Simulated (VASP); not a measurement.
Write the native input for VASP 6.6.1 that does the following.

| Quantity | Value |
| --- | --- |
| Task | single point |
| Functional | PBE |
| Dispersion | D3(BJ) |
| Potentials or basis | VASP PAW PBE potentials, release 64 (Sn_d, O) |
| Cutoff | 520 eV |
| k mesh | 7 × 7 × 1 |
| Occupations | gaussian, width 0.05 eV |
| Spin | no spin polarisation |
| Dipole correction | yes |
| Further INCAR settings | ALGO = Normal; EDIFF = 1e-06; NBANDS = 50 |

The structure of SnO lies in POSCAR:

```
SnO
1.0
    3.8205591572     -0.0000144285      0.0000000000
    0.0000145032      3.8205591572      0.0000000000
    0.0000000000      0.0000000000     22.2281056610
Sn O
4 4
Direct
    0.7499972356      0.2500027644      0.2024464014
    0.2499972356      0.7500027644      0.3088006209
    0.7499972356      1.2500027644      0.5000000000
    1.2499972356      0.7500027644      0.6063542196
    0.2499972356      0.2500027644      0.2556235111
    0.7499972356      0.7500027644      0.2556235111
    1.2499972356      1.2500027644      0.5531771098
    0.7499972356      0.7500027644      0.5531771098
```

This cell differs from its parent crystal: layers slid over each other.

One way to write it, as run:

INCAR

```
SYSTEM = SnO
PREC = Accurate
ENCUT = 520
EDIFF = 1E-6
ISMEAR = 0
SIGMA = 0.05
LREAL = .False.
LASPH = .True.
NELM = 100
ALGO = Normal
ISIF = 2
LWAVE = .False.
LCHARG = .False.
LDIPOL = .True.
IDIPOL = 3
DIPOL = 0.5 0.5 0.404
GGA = PE
IVDW = 12
NBANDS = 50
```

KPOINTS

```
regular mesh
0
Gamma
  7 7 1
  0 0 0
```

Potentials or basis: VASP PAW PBE potentials, release 64 (Sn_d, O).

The run is started by

```sh
$ cat potpaw_PBE.64/Sn_d/POTCAR potpaw_PBE.64/O/POTCAR > POTCAR
$ mpirun -np 1 vasp_std > vasp.out
```

Results of the run:

```json
{
  "Largest force": "0.174 eV/Å",
  "Band gap on the k mesh": "2.58 eV (least direct gap 2.60 eV)",
  "Dispersion energy per atom": "-0.154 eV"
}
```

Caveat: the cell differs from its parent crystal (layers slid over each other); spin-orbit coupling is left out, which moves the levels of the heavy elements.

Run time: 4.1 min on 1 thread of AMD EPYC 7R13 Processor (Zen 3), with other jobs on the host, peak memory 0.36 GiB.
